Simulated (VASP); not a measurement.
# MgS (Fm-3m) in VASP: further runs

MgS is run at these levels: r2SCAN; tasks: relaxation of cell and atoms.

Everything below comes from runs of VASP 6.6.1. Logs are shortened: lines on timing, memory, paths and dates and some standing lists are left out, and cuts for length are marked.

## (1) The cell of the first run

The structure is cubic, space group Fm-3m (No. 225). Conventional cell: a = 5.203 Å, b = 5.203 Å, c = 5.203 Å, α = 90.00°, β = 90.00°, γ = 90.00°. Mg (site symmetry m-3m) has 6 S at 2.60 Å within 3.4 Å. S (site symmetry m-3m) has 6 Mg at 2.60 Å within 3.4 Å.

## (2) Relaxation of cell and atoms, r2SCAN, target pressure 1 GPa, at which the enthalpy is minimised

POSCAR

```
MgS
1.0
    0.0000000000      2.6016500000      2.6016500000
    2.6016500000      0.0000000000      2.6016500000
    2.6016500000      2.6016500000      0.0000000000
Mg S
1 1
Direct
    0.0000000000      0.0000000000      0.0000000000
    0.5000000000      0.5000000000      0.5000000000
```

INCAR.step1

```
SYSTEM = MgS
  PREC = Accurate
  ENCUT = 600
  ISMEAR = 0
  SIGMA = 0.01
  LREAL = .FALSE.
  LASPH = .TRUE.
  NELM = 100
  GGA = PE
  ALGO = Normal
  EDIFF = 1E-4
  LWAVE = .TRUE.
  LCHARG = .FALSE.
```

INCAR.step2

```
SYSTEM = MgS
  PREC = Accurate
  ENCUT = 600
  EDIFF = 1E-6
  ISMEAR = 0
  SIGMA = 0.01
  LREAL = .FALSE.
  LASPH = .TRUE.
  NELM = 100
  ALGO = Normal
  ISIF = 3
  LWAVE = .FALSE.
  LCHARG = .FALSE.
  METAGGA = R2SCAN
  LMIXTAU = .TRUE.
  IBRION = 2
  NSW = 100
  EDIFFG = -0.002
  PSTRESS = 10.0
  ISTART = 1
```

KPOINTS

```
Automatic mesh
0
G
  8 8 8
  0 0 0
```

Potentials or basis: VASP PAW PBE potentials, release 64 (Mg, S).

On the command line:

```bash
> cat potpaw_PBE.64/Mg/POTCAR potpaw_PBE.64/S/POTCAR > POTCAR
> cp INCAR.step1 INCAR
> mpirun -np 1 vasp_std > vasp.out
> cp INCAR.step2 INCAR
> mpirun -np 1 vasp_std > vasp.out
```

OUTCAR:

```text
SYSTEM = MgS
   PREC = Accurate
   ENCUT = 600
   EDIFF = 1E-6
   ISMEAR = 0
   LREAL = .FALSE.
   LASPH = .TRUE.
   NELM = 100
   ISIF = 3
   METAGGA = R2SCAN
   IBRION = 2
   NSW = 100
   EDIFFG = -0.002
   PSTRESS = 10.0
   ISTART = 1

 ion  position               nearest neighbor table
   1  0.000  0.000  0.000-   2 2.60   2 2.60   2 2.60   2 2.60   2 2.60   2 2.60
   2  0.500  0.500  0.500-   1 2.60   1 2.60   1 2.60   1 2.60   1 2.60   1 2.60

  LATTYP: Found a face centered cubic cell.
 ALAT       =     5.2033000000

  Lattice vectors:

 A1 = (   0.0000000000,   2.6016500000,   2.6016500000)
 A2 = (   2.6016500000,   0.0000000000,   2.6016500000)
 A3 = (   2.6016500000,   2.6016500000,   0.0000000000)

Analysis of symmetry for initial positions (statically):
=====================================================================
 Subroutine PRICEL returns:
 Original cell was already a primitive cell.

 Routine SETGRP: Setting up the symmetry group for a
 face centered cubic supercell.

 Subroutine GETGRP returns: Found 48 space group operations
 (whereof 48 operations were pure point group operations)
 out of a pool of 48 trial point group operations.

The static configuration has the point symmetry O_h .

Analysis of symmetry for dynamics (positions and initial velocities):
=====================================================================
 Subroutine PRICEL returns:
 Original cell was already a primitive cell.

 Routine SETGRP: Setting up the symmetry group for a
 face centered cubic supercell.

 Subroutine GETGRP returns: Found 48 space group operations
 (whereof 48 operations were pure point group operations)
 out of a pool of 48 trial point group operations.

The dynamic configuration has the point symmetry O_h .

 Subroutine INISYM returns: Found 48 space group operations
 (whereof 48 operations are pure point group operations),
 and found     1 'primitive' translations

----------------------------------------------------------------------------------------

                                     Primitive cell

  volume of cell :      35.2190

  direct lattice vectors                    reciprocal lattice vectors
     0.000000000  2.601650000  2.601650000    -0.192185728  0.192185728  0.192185728
     2.601650000  0.000000000  2.601650000     0.192185728 -0.192185728  0.192185728
     2.601650000  2.601650000  0.000000000     0.192185728  0.192185728 -0.192185728

  length of vectors
     3.679288715  3.679288715  3.679288715     0.332875446  0.332875446  0.332875446

  position of ions in fractional coordinates (direct lattice)
     0.000000000  0.000000000  0.000000000
     0.500000000  0.500000000  0.500000000

  ion indices of the primitive-cell ions
   primitive index   ion index
                 1           1
                 2           2

----------------------------------------------------------------------------------------

 KPOINTS: Automatic mesh

Automatic generation of k-mesh.
 Grid dimensions read from file:
 generate k-points for:    8    8    8

 Generating k-lattice:

  Cartesian coordinates                     Fractional coordinates (reciprocal lattice)
    -0.024023216  0.024023216  0.024023216     0.125000000  0.000000000  0.000000000
     0.024023216 -0.024023216  0.024023216     0.000000000  0.125000000  0.000000000
     0.024023216  0.024023216 -0.024023216     0.000000000  0.000000000  0.125000000

  Length of vectors
     0.041609431  0.041609431  0.041609431

  Shift w.r.t. Gamma in fractional coordinates (k-lattice)
     0.000000000  0.000000000  0.000000000

 Subroutine IBZKPT returns following result:
 ===========================================

 Found     29 irreducible k-points:

 Following reciprocal coordinates:
            Coordinates               Weight
  0.000000  0.000000  0.000000      1.000000
  0.125000  0.000000  0.000000      8.000000
  0.250000  0.000000  0.000000      8.000000
  0.375000  0.000000  0.000000      8.000000
  0.500000  0.000000  0.000000      4.000000
  0.125000  0.125000  0.000000      6.000000
[... 16 lines left out ...]
  0.500000  0.250000  0.125000     48.000000
 -0.375000  0.250000  0.125000     24.000000
 [... further k-points ...]
   k-points           NKPTS =     29   k-points in BZ     NKDIM =     29   number of bands    NBANDS=      8
   number of dos      NEDOS =    301   number of ions     NIONS =      2
   total plane-waves  NPLWV =  27000
   dimension x,y,z NGX =    30 NGY =   30 NGZ =   30
   dimension x,y,z NGXF=    60 NGYF=   60 NGZF=   60
   ions per type =               1   1
   NGX,Y,Z   is equivalent  to a cutoff of  13.56, 13.56, 13.56 a.u.
   NGXF,Y,Z  is equivalent  to a cutoff of  27.11, 27.11, 27.11 a.u.
 SYSTEM =  MgS
   PREC   = accura    normal or accurate (medium, high low for compatibility)
   ISTART =      1    job   : 0-new  1-cont  2-samecut
   ICHARG =      0    charge: 1-file 2-atom 10-const
   ISPIN  =      1    spin polarized calculation?
   LNONCOLLINEAR =      F non collinear calculations
   LSORBIT =      F    spin-orbit coupling
   LASPH  =      T    aspherical Exc in radial PAW
   ENCUT  =  600.0 eV  44.10 Ry    6.64 a.u.   7.35  7.35  7.35*2*pi/ulx,y,z
   NELM   =    100;   NELMIN=  2; NELMDL=  0     # of ELM steps
   EDIFF  = 0.1E-05   stopping-criterion for ELM
   LREAL  =      F    real-space projection
   EDIFFG = -.2E-02   stopping-criterion for IOM
   NSW    =    100    number of steps for IOM
   IBRION =      2    ionic relax: 0-MD 1-quasi-New 2-CG
   NFREE  =      1    steps in history (QN), initial steepest desc. (CG)
   ISIF   =      3    stress and relaxation
   ISYM   =      2    0-nonsym 1-usesym 2-fastsym
   POTIM  = 0.5000    time-step for ionic-motion
   TEBEG  =    0.0;   TEEND  =   0.0 temperature during run
   PSTRESS=   10.0 pullay stress
   NELECT =       8.0000    total number of electrons
   NUPDOWN=      -1.0000    fix difference up-down
   EMIN   =  10.00;   EMAX   =-10.00  energy-range for DOS
   EFERMI =   0.00;   METHOD = LEGACY
   ISMEAR =     0;   SIGMA  =   0.01  broadening in eV -4-tet -1-fermi 0-gaus
   EFERMI_NEDOS =   21; number of points for ismear=-14 and -15
   IALGO  =     38    algorithm
   IMIX   =      4    mixing-type and parameters
     AMIX     =   0.40;   BMIX     =  1.00
     AMIX_MAG =   1.60;   BMIX_MAG =  1.00
  volume/ion in A,a.u.               =      17.61       118.83
  Fermi-wavevector in a.u.,A,eV,Ry     =   0.998878  1.887606 13.575323  0.997758
  Thomas-Fermi vector in A             =   2.131131
   LORBIT       =      0    0 simple, 1 ext, 2 COOP (PROOUT), +10 PAW based schemes
   METAGGA = R2SCAN    functional components
   LHFCALC =     F    Hartree Fock is set to
   AEXX    =    0.0000 exact exchange contribution
   IVDW    =     0    specifies the selected vdW correction
   LEPSILON=     F    determine dielectric tensor
   LRPA    =     F    only Hartree local field effects (RPA)
 conjugate gradient relaxation of ions
 non-spin polarized calculation
 Gauss-broadening in eV      SIGMA  =   0.01
  energy-cutoff  :      600.00
  volume of cell :       35.22
 maximum number of plane-waves:      1211
 NGX is ok and might be reduce to    30
   NGX = 15   NGY = 15   NGZ = 15

--------------------------------------- Ionic step        1  -------------------------------------------

 number of electron       7.9999999 magnetization

 Free energy of the ion-electron system (eV)
  ---------------------------------------------------
  ext. energy  EPLUGINS =         0.00000000
  ---------------------------------------------------
  free energy    TOTEN  =       -15.51098022 eV

  energy without entropy =      -15.51098022  energy(sigma->0) =      -15.51098022

------------------------ aborting loop because EDIFF is reached ----------------------------------------

  FORCE on cell =-STRESS in cart. coord.  units (eV):
  Direction    XX          YY          ZZ          XY          YZ          ZX
  --------------------------------------------------------------------------------------
  -------------------------------------------------------------------------------------
  Total       -0.0994265     -0.0994265     -0.0994265     -0.0000000     -0.0000000      0.0000000
  in kB       -4.5231009     -4.5231009     -4.5231009     -0.0000000     -0.0000000      0.0000000
  external PRESSURE =     -14.5231009 kB  Pullay stress =      10.0000000 kB
[... 93 lines left out ...]
  FREE ENERGIE OF THE ION-ELECTRON SYSTEM (eV)
  ---------------------------------------------------
  free  energy   TOTEN  =       -15.5099753754 eV

  energy  without entropy=      -15.5099753754  energy(sigma->0) =      -15.50997538

  enthalpy is  TOTEN    =       -15.2940382818 eV   P V=        0.2159370936

[... ionic steps 4 to 11 ...]

--------------------------------------- Ionic step       12  -------------------------------------------

 number of electron       8.0000000 magnetization

------------------------ aborting loop because EDIFF is reached ----------------------------------------

  FORCE on cell =-STRESS in cart. coord.  units (eV):
  Direction    XX          YY          ZZ          XY          YZ          ZX
  --------------------------------------------------------------------------------------
  -------------------------------------------------------------------------------------
  Total        0.2088865      0.2088865      0.2088865      0.0000000      0.0000000      0.0000000
  in kB        9.6694669      9.6694669      9.6694669      0.0000000      0.0000000      0.0000000
  external PRESSURE =      -0.3305331 kB  Pullay stress =      10.0000000 kB
[... 61 lines left out ...]
  enthalpy is  TOTEN    =       -15.2940324449 eV   P V=        0.2159966158

--------------------------------------- Ionic step       14  -------------------------------------------

 number of electron       8.0000000 magnetization

 Free energy of the ion-electron system (eV)
  ---------------------------------------------------
  ext. energy  EPLUGINS =         0.00000000
  ---------------------------------------------------
  free energy    TOTEN  =       -15.50996931 eV

  energy without entropy =      -15.50996931  energy(sigma->0) =      -15.50996931

 E-fermi :   3.7040     XC(G=0): -10.1695

 val. band max:        3.6525519181   @ k =   0.0000   0.0000   0.0000
 cond. band min:       7.1243111984   @ k =   0.5000   0.5000   0.0000
 fundamental gap:      3.4717592802
 Fermi energy:         3.7040301419

 k-point     1 :       0.0000    0.0000    0.0000
  band No.  band energies     occupation
      1      -9.6359      2.00000
      2       3.6526      2.00000
      3       3.6526      2.00000
      4       3.6526      2.00000
      5       8.4191      0.00000
      6      12.1703      0.00000
      7      12.1703      0.00000
      8      12.1703      0.00000
[... 243 lines left out ...]
 k-point    24 :      -0.3750    0.2500    0.1250
  band No.  band energies     occupation
      1      -8.0473      2.00000
      2      -0.7830      2.00000
      3       1.4332      2.00000
      4       2.4451      2.00000
      5       9.9144      0.00000
      6      10.4656      0.00000
      7      12.8090      0.00000
      8      13.9671      0.00000

 [... further k-points ...]
[... 5 lines left out ...]
  --------------------------------------------------------------------------------------
  -------------------------------------------------------------------------------------
  Total        0.2179767      0.2179767      0.2179767      0.0000000     -0.0000000      0.0000000
  in kB       10.0945042     10.0945042     10.0945042      0.0000000     -0.0000000      0.0000000
  external PRESSURE =       0.0945042 kB  Pullay stress =      10.0000000 kB
[... 17 lines left out ...]
  FREE ENERGIE OF THE ION-ELECTRON SYSTEM (eV)
  ---------------------------------------------------
  free  energy   TOTEN  =       -15.5099693076 eV

  energy  without entropy=      -15.5099693076  energy(sigma->0) =      -15.50996931

  enthalpy is  TOTEN    =       -15.2940333126 eV   P V=        0.2159359950

 reached required accuracy - stopping structural energy minimisation
```

Run time: 4.5 min. Hardware: 1 thread of AMD EPYC 7R43 (Zen 3), shared host; peak memory 0.15 GiB.

Results:

| Quantity | Value |
| --- | --- |
| Free energy | -15.5100 eV |
| Relaxed volume | 17.30 Å³/atom |
| Relaxed cell | a = 3.657 Å, b = 3.657 Å, c = 3.657 Å, α = 60.00°, β = 60.00°, γ = 60.00° |
| Space group after relaxing (to 0.05 Å) | Fm-3m (No. 225) |
| Energy change on relaxing (the enthalpy is what falls) | +0.5 meV/atom |
| Ionic steps | 14 |
| Pressure after relaxing | 1.0 GPa |
| Band gap on the k mesh | 3.47 eV, indirect (least direct gap 4.77 eV) |

Step by step:
| step | energy change (eV) | largest force (eV/Å) | pressure (GPa) | volume (Å³) |
| --- | --- | --- | --- | --- |
| 1 | 0.0000 | 0.0000 | -0.45 | 35.22 |
| 2 | 0.0024 | 0.0000 | 1.47 | 34.41 |
| 3 | 0.0010 | 0.0000 | 1.06 | 34.60 |
| 4 | 0.0009 | 0.0000 | 0.95 | 34.62 |
| 5 | 0.0009 | 0.0000 | 0.95 | 34.62 |
| 6 | 0.0009 | 0.0000 | 0.96 | 34.62 |
| 7 | 0.0009 | 0.0000 | 0.96 | 34.62 |
| 8 | 0.0009 | 0.0000 | 0.96 | 34.62 |
| 9 | 0.0009 | 0.0000 | 0.96 | 34.62 |
| 10 | 0.0009 | 0.0000 | 0.96 | 34.61 |
| 11 | 0.0009 | 0.0000 | 0.96 | 34.61 |
| 12 | 0.0009 | 0.0000 | 0.97 | 34.61 |
| 13 | 0.0010 | 0.0000 | 0.97 | 34.61 |
| 14 | 0.0010 | 0.0000 | 1.01 | 34.60 |

Final structure:
```cif
data_structure
_symmetry_space_group_name_H-M 'P 1'
_symmetry_Int_Tables_number 1
_cell_length_a 3.6575
_cell_length_b 3.6575
_cell_length_c 3.6575
_cell_angle_alpha 60.000
_cell_angle_beta 60.000
_cell_angle_gamma 60.000
_cell_volume 34.60
loop_
_atom_site_label
_atom_site_type_symbol
_atom_site_fract_x
_atom_site_fract_y
_atom_site_fract_z
_atom_site_occupancy
Mg1 Mg 0.00000 0.00000 0.00000 1
S1 S 0.50000 0.50000 0.50000 1
```

Caveat: the cell is relaxed towards a set pressure, so the enthalpy falls and the energy may rise; the PAW data sets were made with another functional, which shifts forces and pressure a little.

## (3) Relaxation of cell and atoms, r2SCAN, target pressure 2 GPa, at which the enthalpy is minimised

POSCAR is that of step 2.

INCAR.step1

```
SYSTEM = MgS
PREC     = Accurate       ! precision mode
ENCUT    = 600            ! plane-wave cutoff, eV
ISMEAR   = 0              ! smearing method
SIGMA    = 0.01           ! smearing width, eV
LREAL    = .False.        ! projectors in reciprocal space
LASPH    = .True.         ! aspherical terms in the spheres
NELM     = 60             ! most SCF steps
GGA      = PE             ! functional
ALGO     = Normal         ! electronic algorithm
EDIFF    = 1E-4           ! SCF threshold, eV
LWAVE    = .True.         ! write WAVECAR
LCHARG   = .False.        ! write CHGCAR
```

INCAR.step2

```
SYSTEM = MgS
PREC     = Accurate       ! precision mode
ENCUT    = 600            ! plane-wave cutoff, eV
EDIFF    = 1E-7           ! SCF threshold, eV
ISMEAR   = 0              ! smearing method
SIGMA    = 0.01           ! smearing width, eV
LREAL    = .False.        ! projectors in reciprocal space
LASPH    = .True.         ! aspherical terms in the spheres
NELM     = 60             ! most SCF steps
ALGO     = Normal         ! electronic algorithm
ISIF     = 3              ! what is computed and relaxed
LWAVE    = .False.        ! write WAVECAR
LCHARG   = .False.        ! write CHGCAR
METAGGA  = R2SCAN         ! meta-GGA
LMIXTAU  = .True.       
IBRION   = 2              ! ionic algorithm
NSW      = 100            ! ionic steps
EDIFFG   = -0.002         ! ionic threshold
PSTRESS  = 20.0         
ISTART   = 1
```

KPOINTS

```
regular mesh
0
Gamma
  8 8 8
  0 0 0
```

Potentials or basis: VASP PAW PBE potentials, release 64 (Mg, S).

On the command line:

```bash
> cat potpaw_PBE.64/Mg/POTCAR potpaw_PBE.64/S/POTCAR > POTCAR
> cp INCAR.step1 INCAR
> mpirun -np 1 vasp_std > vasp.out
> cp INCAR.step2 INCAR
> mpirun -np 1 vasp_std > vasp.out
```

Run time: 2.5 min. Hardware: 1 thread of AMD EPYC 7R43 (Zen 3), shared host; peak memory 0.15 GiB.

Results (log left out):

* Free energy: -15.5063 eV
* Relaxed volume: 17.10 Å³/atom
* Relaxed cell: a = 3.643 Å, b = 3.643 Å, c = 3.643 Å, α = 60.00°, β = 60.00°, γ = 60.00°
* Space group after relaxing (to 0.05 Å): Fm-3m (No. 225)
* Energy change on relaxing (the enthalpy is what falls): +2.4 meV/atom
* Ionic steps: 3
* Pressure after relaxing: 2.0 GPa
* Band gap on the k mesh: 3.50 eV, indirect (least direct gap 4.87 eV)

Step by step:
```tsv
step	energy change (eV)	largest force (eV/Å)	pressure (GPa)	volume (Å³)
1	0.0000	0.0000	-0.45	35.22
2	0.0099	0.0000	2.91	33.86
3	0.0047	0.0000	2.01	34.20
```

Final structure:
```cif
data_structure
_symmetry_space_group_name_H-M 'P 1'
_symmetry_Int_Tables_number 1
_cell_length_a 3.6435
_cell_length_b 3.6435
_cell_length_c 3.6435
_cell_angle_alpha 60.000
_cell_angle_beta 60.000
_cell_angle_gamma 60.000
_cell_volume 34.20
loop_
_atom_site_label
_atom_site_type_symbol
_atom_site_fract_x
_atom_site_fract_y
_atom_site_fract_z
_atom_site_occupancy
Mg1 Mg 0.00000 0.00000 0.00000 1
S1 S 0.50000 0.50000 0.50000 1
```

Levels at points of the mesh, in eV from the valence-band top:
| k point | band 1 | band 2 | band 3 | band 4 | band 5 | band 6 | band 7 | band 8 |
| --- | --- | --- | --- | --- | --- | --- | --- | --- |
| (0.00, 0.00, 0.00) | -13.36 | 0.00 | 0.00 | 0.00 | 4.87 | 8.51 | 8.51 | 8.51 |
| (0.50, 0.00, 0.00) | -11.95 | -5.04 | -0.66 | -0.66 | 5.26 | 7.54 | 7.54 | 11.57 |
| (0.50, 0.50, 0.00) | -11.54 | -4.43 | -1.80 | -1.80 | 3.50 | 4.83 | 13.45 | 13.57 |

Caveat: the cell is relaxed towards a set pressure, so the enthalpy falls and the energy may rise; the PAW data sets were made with another functional, which shifts forces and pressure a little. A k mesh can miss the band edges.

(Part 1 of 2 ends here.)
